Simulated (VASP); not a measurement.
## AgBr: single point with r2SCAN

Crystal: AgBr.

```
Ag Br
1.0
     4.09212    0.00000    0.04146
     0.00000    4.09190    0.00000
    -0.05767    0.00000    5.78353
Ag Br
2 2
Cartesian
  3.0257 3.0689 4.3686
  1.0087 1.0230 1.4564
  0.9797 1.0230 4.3480
  3.0547 3.0689 1.4770
```

- Program: VASP 6.6.1
- Task: single point
- Functional: r2SCAN
- Potentials or basis: VASP PAW PBE potentials, release 64 (Ag, Br)
- Cutoff: 550 eV
- k mesh: 6 × 6 × 4
- Occupations: gaussian, width 0.01 eV
- Spin: no spin polarisation
- Dipole correction: no
- Further INCAR settings: ALGO = Normal; EDIFF = 1e-06; NBANDS = 26

The pressure is -0.1 GPa. The band gap on the k mesh is 1.24 eV.

Levels at points of the mesh, in eV from the valence-band top:
```
           k point  band 16  band 17  band 18  band 19  band 20  band 21
(0.00, 0.00, 0.00)    -1.95    -1.94    -1.94     1.24     2.19     7.45
(0.50, 0.00, 0.00)    -1.84    -0.10    -0.10     5.45     5.45     5.78
(0.00, 0.50, 0.00)    -1.84    -0.10    -0.10     5.45     5.45     5.78
(0.50, 0.50, 0.00)    -2.30    -2.19    -2.19     2.19     2.19     7.45
(0.00, 0.00, 0.50)    -1.83    -1.50    -1.50     3.73     3.73     7.32
(0.50, 0.00, 0.50)     0.00     0.00     0.00     4.30     4.30     7.08
(0.00, 0.50, 0.50)     0.00     0.00     0.00     4.30     4.30     7.08
(0.50, 0.50, 0.50)    -2.21    -1.40    -1.40     4.25     4.25     7.83
```

It took 3 min on 1 thread of Intel(R) Xeon(R) 6975P-C (Granite Rapids), with other jobs on the host, peak memory 0.31 GiB.

Caveat: the PAW data sets were made with another functional, which shifts forces and pressure a little. A k mesh can miss the band edges.
